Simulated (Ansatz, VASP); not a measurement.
Two plane-wave programs on Ti

```
Ti
1.0
     2.90544    0.00000    0.00000
    -1.45272    2.51619    0.00000
     0.00000    0.00000    7.12365
Ti
3
Cartesian
  0.0000 0.0000 0.0000
  0.0000 1.6775 2.3745
  1.4527 0.8387 4.7491
```

Alike in both runs: functional r2SCAN; k mesh 18 × 18 × 7; occupations gaussian, width 0.1 eV; no spin polarisation.

Ansatz relaxed the structure, and its values are those at the end. VASP's run is a single point on that final structure, the one shown.

|  | VASP | Ansatz |
| --- | --- | --- |
| version | VASP 6.6.1 | Ansatz 0.2.0 |
| potentials or method | VASP PAW PBE potentials, release 64 (Ti_sv), cutoff 520 eV | scalar-relativistic, plane waves, PAW |
| valence electrons in the cell | 36 | 36 |

Ansatz gave:

- gap on the k mesh at the Fermi level (eV): none
- pressure (GPa): 0.0

Q: Estimate VASP's values.

A: gap on the k mesh at the Fermi level (eV): none; pressure (GPa): 0.4.

VASP's potentials were made for PBE, not for r2SCAN. A gap of «none» marks a metal or a gap that the smearing closes.
